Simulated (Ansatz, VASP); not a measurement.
**TaN in VASP and in Ansatz**

```
Ta N
1.0
     5.19100    0.00000    0.00000
    -2.59550    4.49554    0.00000
     0.00000    0.00000    2.90800
Ta N
3 3
Direct
  0.00000 0.00000 0.00000
  0.33333 0.66667 0.50000
  0.66667 0.33333 0.50000
  0.50000 0.00000 0.00000
  0.50000 0.50000 0.00000
  0.00000 0.50000 0.00000
```

Alike in both runs: task single point; functional r2SCAN; dispersion D4; k mesh 5 × 5 × 8; occupations fermi-dirac, width 0.05 eV; no spin polarisation.

```csv
,VASP,Ansatz
version,VASP 6.6.1,Ansatz 0.2.0
potentials or method,"VASP PAW PBE potentials, release 64 (Ta_pv, N), cutoff 520 eV","plane waves, PAW"
valence electrons in the cell,48,54
```

Ansatz gave:

```
pressure (GPa)                                                : 3.3
traceless stress, the component that is largest in VASP (GPa) : -1.24
```

Question: Estimate VASP's values.

Answer: Pressure (GPa): 5.1; traceless stress, the component that is largest in VASP (GPa): -1.00.

VASP's potentials were made for PBE, not for r2SCAN. VASP's potentials hold 48 valence electrons a cell and Ansatz's 54, so a difference there can come from the potentials and not from the codes.

Spin-orbit coupling is off throughout.
